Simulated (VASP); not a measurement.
# Ir (P6_3/mmc) in VASP: a series of runs

The runs below take Ir through single point, with PBEsol.

Everything below comes from runs of VASP 6.6.1. Logs are shortened: lines on timing, memory, paths and dates and some standing lists are left out, and cuts for length are marked.

### Step 1. The cell of the first run

Symmetry: P6_3/mmc, No. 194, hexagonal system. Conventional cell: a = 2.663 Å, b = 2.663 Å, c = 4.318 Å, α = 90.00°, β = 90.00°, γ = 120.00°. Within 3.5 Å of Ir (site symmetry -6m2) lie 12 Ir at 2.65 to 2.66 Å.

This isn't the form of Ir at room conditions, which is fcc.

### Step 2. Single point, PBEsol, collinear spin (13.26 Å³/atom)

INCAR

```
ALGO     = Normal         # electronic algorithm
EDIFF    = 1E-6           # SCF threshold, eV
ENCUT    = 520            # plane-wave cutoff, eV
GGA      = PS             # functional
ISIF     = 2              # what is computed and relaxed
ISMEAR   = 0              # smearing method
ISPIN    = 2              # spin polarisation
LASPH    = True           # aspherical terms in the spheres
LCHARG   = True           # write CHGCAR
LELF     = True           # ELF
LMAXMIX  = 4              # l up to which the mixer works
LORBIT   = 11             # projections on sites
LREAL    = False          # projectors in reciprocal space
LVHAR    = True         
LWAVE    = False          # write WAVECAR
MAGMOM   = 0.3 0.3        # initial moments
NBANDS   = 20             # bands
NELM     = 150            # most SCF steps
NUPDOWN  = 0.6            # fixed moment
PREC     = Accurate       # precision mode
SIGMA    = 0.15           # smearing width, eV
```

KPOINTS

```
k-points
0
Gamma
  21 21 12
```

POSCAR

```
Ir
1.0
    2.6633313082      0.0000000000      0.0000000000
   -1.3316656541      2.3065125716      0.0000000000
    0.0000000000      0.0000000000      4.3180806037
Ir
2
Direct
    0.6666666667      0.3333333333      0.7500000000
    0.3333333333      0.6666666667      0.2500000000
```

Potentials or basis: VASP PAW PBE potentials, release 64 (Ir).

Command:

```sh
cat potpaw_PBE.64/Ir/POTCAR > POTCAR
mpirun -np 1 vasp_std > vasp.out
```

OUTCAR:

```text
EDIFF = 1E-6
   ENCUT = 520
   GGA = PS
   ISIF = 2
   ISMEAR = 0
   ISPIN = 2
   LASPH = True
   LORBIT = 11
   LREAL = False
   NELM = 150
   NUPDOWN = 0.6
   PREC = Accurate

 ion  position               nearest neighbor table
   1  0.667  0.333  0.750-   2 2.65   2 2.65   2 2.65   2 2.65   2 2.65   2 2.65
   2  0.333  0.667  0.250-   1 2.65   1 2.65   1 2.65   1 2.65   1 2.65   1 2.65

  LATTYP: Found a hexagonal cell.
 ALAT       =     2.6633313082
 C/A-ratio  =     1.6213080928

  Lattice vectors:

 A1 = (   2.6633313082,   0.0000000000,   0.0000000000)
 A2 = (  -1.3316656541,   2.3065125716,   0.0000000000)
 A3 = (   0.0000000000,   0.0000000000,   4.3180806037)

Analysis of symmetry for initial positions (statically):
=====================================================================
 Subroutine PRICEL returns:
 Original cell was already a primitive cell.

 Routine SETGRP: Setting up the symmetry group for a
 hexagonal supercell.

 Subroutine GETGRP returns: Found 24 space group operations
 (whereof 12 operations were pure point group operations)
 out of a pool of 24 trial point group operations.

The static configuration has the point symmetry D_3d.
 The point group associated with its full space group is D_6h.

Analysis of symmetry for dynamics (positions and initial velocities):
=====================================================================
 Subroutine PRICEL returns:
 Original cell was already a primitive cell.

 Routine SETGRP: Setting up the symmetry group for a
 hexagonal supercell.

 Subroutine GETGRP returns: Found 24 space group operations
 (whereof 12 operations were pure point group operations)
 out of a pool of 24 trial point group operations.

The dynamic configuration has the point symmetry D_3d.
 The point group associated with its full space group is D_6h.

Analysis of structural, dynamic, and magnetic symmetry:
=====================================================================
 Subroutine PRICEL returns:
 Original cell was already a primitive cell.

 Routine SETGRP: Setting up the symmetry group for a
 hexagonal supercell.

 Subroutine GETGRP returns: Found 24 space group operations
 (whereof 12 operations were pure point group operations)
 out of a pool of 24 trial point group operations.

The overall configuration has the point symmetry D_3d.
 The point group associated with its full space group is D_6h.

 Subroutine INISYM returns: Found 24 space group operations
 (whereof 12 operations are pure point group operations),
 and found     1 'primitive' translations

----------------------------------------------------------------------------------------

                                     Primitive cell

  volume of cell :      26.5260

  direct lattice vectors                    reciprocal lattice vectors
     2.663331308  0.000000000  0.000000000     0.375469622  0.216777487  0.000000000
    -1.331665654  2.306512572  0.000000000     0.000000000  0.433554975  0.000000000
     0.000000000  0.000000000  4.318080604     0.000000000  0.000000000  0.231584376

  length of vectors
     2.663331308  2.663331308  4.318080604     0.433554975  0.433554975  0.231584376

  position of ions in fractional coordinates (direct lattice)
     0.666666667  0.333333333  0.750000000
     0.333333333  0.666666667  0.250000000

  ion indices of the primitive-cell ions
   primitive index   ion index
                 1           1
                 2           2

----------------------------------------------------------------------------------------

 KPOINTS: k-points

Automatic generation of k-mesh.
 Grid dimensions read from file:
 generate k-points for:   21   21   12

 Generating k-lattice:

  Cartesian coordinates                     Fractional coordinates (reciprocal lattice)
     0.017879506  0.010322737  0.000000000     0.047619048  0.000000000  0.000000000
     0.000000000  0.020645475  0.000000000     0.000000000  0.047619048  0.000000000
     0.000000000  0.000000000  0.019298698     0.000000000  0.000000000  0.083333333

  Length of vectors
     0.020645475  0.020645475  0.019298698

  Shift w.r.t. Gamma in fractional coordinates (k-lattice)
     0.000000000  0.000000000  0.000000000

 Subroutine IBZKPT returns following result:
 ===========================================

 Found    336 irreducible k-points:

 Following reciprocal coordinates:
            Coordinates               Weight
  0.000000  0.000000  0.000000      1.000000
  0.047619  0.000000  0.000000      6.000000
  0.095238  0.000000  0.000000      6.000000
  0.142857 -0.000000  0.000000      6.000000
  0.190476  0.000000  0.000000      6.000000
  0.238095  0.000000  0.000000      6.000000
[... 16 lines left out ...]
  0.142857  0.095238  0.000000     12.000000
  0.190476  0.095238  0.000000     12.000000
 [... further k-points ...]
   k-points           NKPTS =    336   k-points in BZ     NKDIM =    336   number of bands    NBANDS=     20
   number of dos      NEDOS =    301   number of ions     NIONS =      2
   total plane-waves  NPLWV =  12800
   dimension x,y,z NGX =    20 NGY =   20 NGZ =   32
   dimension x,y,z NGXF=    40 NGYF=   40 NGZF=   64
   ions per type =               2
   NGX,Y,Z   is equivalent  to a cutoff of  12.48, 12.48, 12.32 a.u.
   NGXF,Y,Z  is equivalent  to a cutoff of  24.97, 24.97, 24.64 a.u.
 SYSTEM =  unknown system
   PREC   = accura    normal or accurate (medium, high low for compatibility)
   ISTART =      0    job   : 0-new  1-cont  2-samecut
   ICHARG =      2    charge: 1-file 2-atom 10-const
   ISPIN  =      2    spin polarized calculation?
   LNONCOLLINEAR =      F non collinear calculations
   LSORBIT =      F    spin-orbit coupling
   LASPH  =      T    aspherical Exc in radial PAW
   ENCUT  =  520.0 eV  38.22 Ry    6.18 a.u.   4.95  4.95  8.03*2*pi/ulx,y,z
   NELM   =    150;   NELMIN=  2; NELMDL= -5     # of ELM steps
   EDIFF  = 0.1E-05   stopping-criterion for ELM
   LREAL  =      F    real-space projection
   EDIFFG = 0.1E-04   stopping-criterion for IOM
   NSW    =      0    number of steps for IOM
   IBRION =     -1    ionic relax: 0-MD 1-quasi-New 2-CG
   NFREE  =      0    steps in history (QN), initial steepest desc. (CG)
   ISIF   =      2    stress and relaxation
   ISYM   =      2    0-nonsym 1-usesym 2-fastsym
   POTIM  = 0.5000    time-step for ionic-motion
   TEBEG  =    0.0;   TEEND  =   0.0 temperature during run
   PSTRESS=    0.0 pullay stress
   NELECT =      18.0000    total number of electrons
   NUPDOWN=       0.6000    fix difference up-down
   EMIN   =  10.00;   EMAX   =-10.00  energy-range for DOS
   EFERMI =   0.00;   METHOD = LEGACY
   ISMEAR =     0;   SIGMA  =   0.15  broadening in eV -4-tet -1-fermi 0-gaus
   EFERMI_NEDOS =   21; number of points for ismear=-14 and -15
   IALGO  =     38    algorithm
   IMIX   =      4    mixing-type and parameters
     AMIX     =   0.40;   BMIX     =  1.00
     AMIX_MAG =   1.60;   BMIX_MAG =  1.00
  volume/ion in A,a.u.               =      13.26        89.50
  Fermi-wavevector in a.u.,A,eV,Ry     =   1.438606  2.718570 28.158428  2.069586
  Thomas-Fermi vector in A             =   2.557554
   LORBIT       =     11    0 simple, 1 ext, 2 COOP (PROOUT), +10 PAW based schemes
   GGA     = PS    functional components
   LHFCALC =     F    Hartree Fock is set to
   AEXX    =    0.0000 exact exchange contribution
   IVDW    =     0    specifies the selected vdW correction
   LEPSILON=     F    determine dielectric tensor
   LRPA    =     F    only Hartree local field effects (RPA)
 spin polarized calculation
 Gauss-broadening in eV      SIGMA  =   0.15
  energy-cutoff  :      520.00
  volume of cell :       26.53
 maximum number of plane-waves:       756
 NGX is ok and might be reduce to    20
   NGX =  9   NGY =  9   NGZ = 17

 number of electron      17.9999998 magnetization       0.6000000

 Free energy of the ion-electron system (eV)
  ---------------------------------------------------
  ext. energy  EPLUGINS =         0.00000000
  ---------------------------------------------------
  free energy    TOTEN  =       -19.28640874 eV

  energy without entropy =      -19.26180396  energy(sigma->0) =      -19.27410635

 E-fermi :  11.3470     XC(G=0): -14.4811

 val. band max:       11.7215656919   @ k =   0.3810   0.0476   0.2500
 cond. band min:      11.3472938408   @ k =   0.1905   0.0952   0.4167
 fundamental gap:     -0.3742718510
 Fermi energy:        11.7224954756

 spin component 1

 k-point     1 :       0.0000    0.0000    0.0000
  band No.  band energies     occupation
      1      -0.5374      1.00000
      2       2.5061      1.00000
      3       7.0632      1.00000
      4       7.1690      1.00000
      5       7.1690      1.00000
      6       7.9095      1.00000
[... 12 lines left out ...]
     19      34.5431      0.00000
     20      34.5431      0.00000
[... 507 lines left out ...]
 k-point    24 :       0.1905    0.0952    0.0000
  band No.  band energies     occupation
      1       1.7766      1.00000
      2       4.0859      1.00000
      3       5.6011      1.00000
      4       5.7581      1.00000
      5       7.0813      1.00000
      6       7.3060      1.00000
[... 12 lines left out ...]
     19      33.0127      0.00000
     20      35.4706      0.00000

 [... further k-points ...]

 spin component 2

 k-point     1 :       0.0000    0.0000    0.0000
  band No.  band energies     occupation
      1      -0.4602      1.00000
      2       2.6395      1.00000
      3       7.2561      1.00000
      4       7.3517      1.00000
      5       7.3517      1.00000
      6       8.0977      1.00000
[... 12 lines left out ...]
     19      34.6263      0.00000
     20      34.6263      0.00000
[... 507 lines left out ...]
 k-point    24 :       0.1905    0.0952    0.0000
  band No.  band energies     occupation
      1       1.8589      1.00000
      2       4.2323      1.00000
      3       5.7596      1.00000
      4       5.9106      1.00000
      5       7.2534      1.00000
      6       7.4946      1.00000
[... 12 lines left out ...]
     19      33.0950      0.00000
     20      35.5789      0.00000

 [... further k-points ...]

------------------------ aborting loop because EDIFF is reached ----------------------------------------

  FORCE on cell =-STRESS in cart. coord.  units (eV):
  Direction    XX          YY          ZZ          XY          YZ          ZX
  --------------------------------------------------------------------------------------
  -------------------------------------------------------------------------------------
  Total        5.0270811      5.0270811      5.0476488      0.0000000     -0.0000000      0.0000000
  in kB      303.6370112    303.6370112    304.8793053      0.0000000     -0.0000000      0.0000000
  external PRESSURE =     304.0511092 kB  Pullay stress =       0.0000000 kB

 VOLUME and BASIS-vectors are now :
 -----------------------------------------------------------------------------
  energy-cutoff  :      520.00
  volume of cell :       26.53
      direct lattice vectors                 reciprocal lattice vectors
     2.663331308  0.000000000  0.000000000     0.375469622  0.216777487  0.000000000
    -1.331665654  2.306512572  0.000000000     0.000000000  0.433554975  0.000000000
     0.000000000  0.000000000  4.318080604     0.000000000  0.000000000  0.231584376

 POSITION                                       TOTAL-FORCE (eV/Angst)
 -----------------------------------------------------------------------------------
      1.33167      0.76884      3.23856        -0.000000      0.000000      0.000000
     -0.00000      1.53768      1.07952         0.000000     -0.000000      0.000000
 -----------------------------------------------------------------------------------
    total drift:                               -0.000000      0.000000     -0.000000

  FREE ENERGIE OF THE ION-ELECTRON SYSTEM (eV)
  ---------------------------------------------------
  free  energy   TOTEN  =       -19.2864087398 eV

  energy  without entropy=      -19.2618039600  energy(sigma->0) =      -19.27410635

 total charge

# of ion       s       p       d       tot
------------------------------------------
    1        0.707   0.838   7.085   8.630
    2        0.707   0.838   7.085   8.630
--------------------------------------------------
tot          1.414   1.675  14.170  17.260

 magnetization (x)

# of ion       s       p       d       tot
------------------------------------------
    1        0.002   0.003   0.287   0.292
    2        0.002   0.003   0.287   0.292
--------------------------------------------------
tot          0.003   0.006   0.575   0.583
```

Wall time 1.8 min (1 thread of Intel Xeon 6975P-C (Granite Rapids), shared host); peak memory 0.34 GiB.

Results:

```
Free energy                                           : -19.2864 eV
Pressure                                              : 30.4 GPa
Net moment                                            : 0.60 μB per cell
Site moments                                          : Ir +0.29 μB
Valence electrons inside the program's atomic spheres : Ir 8.63
```

Stress tensor (GPa, compression positive):
```
30.36  0.00  0.00
 0.00 30.36  0.00
 0.00  0.00 30.49
```

Caveat: the cell stands under pressure; the PAW data sets were made with another functional, which shifts forces and pressure a little; spin-orbit coupling is left out, which moves the levels of the heavy elements; the total moment is fixed, so each spin has its own Fermi level.

[end of part 1 of 2]
